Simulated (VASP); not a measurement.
NbTc: single point with LDA

NbTc:

```
Nb Tc
1.0
     1.59333   -2.29839    0.00000
     1.59333    2.29839    0.00000
     0.00000    0.00000    4.41447
Nb Tc
1 1
Direct
  0.00000 0.00000 0.00000
  0.50000 0.50000 0.50000
```

```json
{
  "Program": "VASP 6.6.1",
  "Task": "single point",
  "Functional": "LDA",
  "Potentials or basis": "VASP PAW LDA potentials, release 64 (Nb_sv, Tc_pv)",
  "Cutoff": "520 eV",
  "k mesh": "11 × 11 × 7",
  "Occupations": "fermi-dirac, width 0.1 eV",
  "Spin": "no spin polarisation",
  "Dipole correction": "no",
  "Further INCAR settings": "ALGO = Normal; EDIFF = 1e-06; NBANDS = 20"
}
```

The pressure is -12.0 GPa and the band gap on the k mesh is zero (band 13 reaches 13.83 eV, above the bottom of band 14 at 11.21 eV).

Stress tensor (GPa, compression positive):
```
-12.34   0.00   0.00
  0.00 -11.13   0.00
  0.00   0.00 -12.62
```

Levels at points of the mesh, in eV from the Fermi level:
```tsv
k point	band 11	band 12	band 13	band 14	band 15	band 16
(0.00, 0.00, 0.00)	-1.60	-1.29	-0.63	0.69	0.90	2.11
```

It took 40 s on 1 thread of Intel(R) Xeon(R) Platinum 8488C (Sapphire Rapids), with other jobs on the host, peak memory 0.21 GiB.
